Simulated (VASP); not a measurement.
Crystal: Si2Mo.

```
Si Mo
1.0
     1.61317    0.93136    4.43035
    -1.61317    0.93136    4.43035
     0.00000   -1.86272    4.43035
Si Mo
2 1
Direct
  0.26180 0.26180 0.26180
  0.73820 0.73820 0.73820
  0.00000 0.00000 0.00000
```

* Program: VASP 6.6.1
* Task: relaxation of cell and atoms
* Functional: PBEsol
* Potentials or basis: VASP PAW PBE potentials, release 64 (Si, Mo_sv)
* Cutoff: 600 eV
* k mesh: 8 × 8 × 8
* Occupations: fermi-dirac, width 0.03 eV
* Spin: no spin polarisation

At the start: pressure 100.7 GPa; volume 13.31 Å³/atom.

Q: How do energy, volume and symmetry change on relaxing?

A: Over 17 steps the energy falls by 2562.7 meV/atom and the volume is 15.27 Å³/atom (+14.7 %); space group R-3m (No. 166, to 0.05 Å).

The path:
| step | energy change (eV) | largest force (eV/Å) | pressure (GPa) | volume (Å³) |
| --- | --- | --- | --- | --- |
| 1 | 0.0000 | 10.7845 | 100.72 | 39.94 |
| 2 | 1.6807 | 0.4254 | -19.33 | 109.83 |
| 3 | -5.5830 | 0.7293 | -16.93 | 60.57 |
| 4 | -5.8091 | 1.3161 | -11.74 | 57.41 |
| 5 | -5.8746 | 2.0306 | -4.84 | 54.39 |
| 6 | -5.8763 | 1.9460 | -5.70 | 54.71 |
| 7 | -6.4105 | 2.2848 | -4.80 | 51.28 |
| 8 | -7.3925 | 1.0233 | 20.50 | 41.69 |
| 9 | -7.3947 | 1.8243 | 10.43 | 43.72 |
| 10 | -7.4228 | 1.4512 | 15.29 | 42.64 |
| 11 | -7.5910 | 0.3301 | 11.76 | 43.22 |
| 12 | -7.6079 | 0.2499 | 10.73 | 43.51 |
| 13 | -7.6820 | 0.0298 | 2.87 | 45.12 |
| 14 | -7.6880 | 0.0425 | -0.01 | 45.81 |
| 15 | -7.6880 | 0.0376 | 0.18 | 45.76 |
| 16 | -7.6881 | 0.0258 | 0.13 | 45.78 |
| 17 | -7.6882 | 0.0063 | 0.01 | 45.82 |

Final structure:
```
Si Mo
1.0
     1.79579    1.03680    4.10202
    -1.79579    1.03680    4.10202
     0.00000   -2.07360    4.10202
Si Mo
2 1
Direct
  0.21539 0.21539 0.21539
  0.78461 0.78461 0.78461
  0.00000 0.00000 0.00000
```

Caveat: the PAW data sets were made with another functional, which shifts forces and pressure a little.
